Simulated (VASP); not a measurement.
Crystal: ZnS.

```
CELL_PARAMETERS angstrom
0.00000 2.53102 2.53102
2.53102 0.00000 2.53102
2.53102 2.53102 0.00000
ATOMIC_POSITIONS crystal
Zn 0.00000 0.00000 0.00000
S 0.50000 0.50000 0.50000
```

Program: VASP 6.6.1. Alike in all runs: task single point; potentials or basis VASP PAW PBE potentials, release 64 (Zn, S); no spin polarisation; cell as given.

**Question.** Order these runs on this cell by their pressure, lowest first.
A. level PBEsol; k mesh 6 × 6 × 6; cutoff (eV) 500; smearing methfessel-paxton 0.001 eV
B. level PBE-based screened hybrid; k mesh 4 × 4 × 4; cutoff (eV) 520; smearing fermi-dirac 0.02 eV; grid for exact exchange (PRECFOCK) Normal; share of exact exchange 0.05; screening parameter 0.3 1/Å
C. level PBEsol+D3(BJ); k mesh 6 × 6 × 6; cutoff (eV) 500; smearing fermi-dirac 0.02 eV

**Answer.** C (-5.3 GPa), A (-2.1 GPa), B (2.9 GPa).

Caveats: some runs use coarse meshes; the PAW data sets were made with another functional, which shifts forces and pressure a little; pairwise dispersion overbinds metals, which lowers pressure and volume (some runs).
